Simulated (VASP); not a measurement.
Runs of VASP 6.6.1 on Ti. The structure is that of space group P6_3/mmc (No. 194), or close to it. The cells are those of the table. 

```csv
cell,further INCAR settings,gap on the mesh (eV),pressure (GPa)
"a = 2.968, b = 2.968, c = 4.614 Å, angles 90.0, 90.0, 120.0°, 2 atoms",ALGO = Fast; EDIFF = 1e-06; NBANDS = 19,none,-1.9
"a = 2.968, b = 2.968, c = 4.623 Å, angles 90.0, 90.0, 120.0°, 2 atoms",ALGO = Fast; EDIFF = 1e-06; NBANDS = 19,none,(a)
"a = 2.997, b = 2.997, c = 4.578 Å, angles 90.0, 90.0, 120.0°, 2 atoms",ALGO = Fast; EDIFF = 1e-07; NBANDS = 19,none,-2.8
"a = 2.938, b = 2.938, c = 4.651 Å, angles 90.0, 90.0, 120.0°, 2 atoms",ALGO = Fast; EDIFF = 1e-06; NBANDS = 19,none,-0.6
"a = 2.997, b = 2.997, c = 4.595 Å, angles 90.0, 90.0, 120.0°, 2 atoms",ALGO = Fast; EDIFF = 1e-06; NBANDS = 19,none,(b)
"a = 3.027, b = 3.027, c = 4.543 Å, angles 90.0, 90.0, 120.0°, 2 atoms",ALGO = Fast; EDIFF = 1e-07; NBANDS = 19,none,-3.8
```

Alike in all rows: task single point; level PBE; potentials or basis VASP PAW PBE potentials, release 64 (Ti_sv); no spin polarisation; k mesh 24 × 24 × 12; cutoff (eV) 520; smearing gaussian 0.1 eV.

Fill in the values left out.

(a) -2.1; (b) -3.4.

Caveats: the cell stands under tension (at least some runs); the stress differs along the axes, from -6 to -0 GPa (at least some runs).

A gap of «none» marks levels without a gap at the run's occupations.
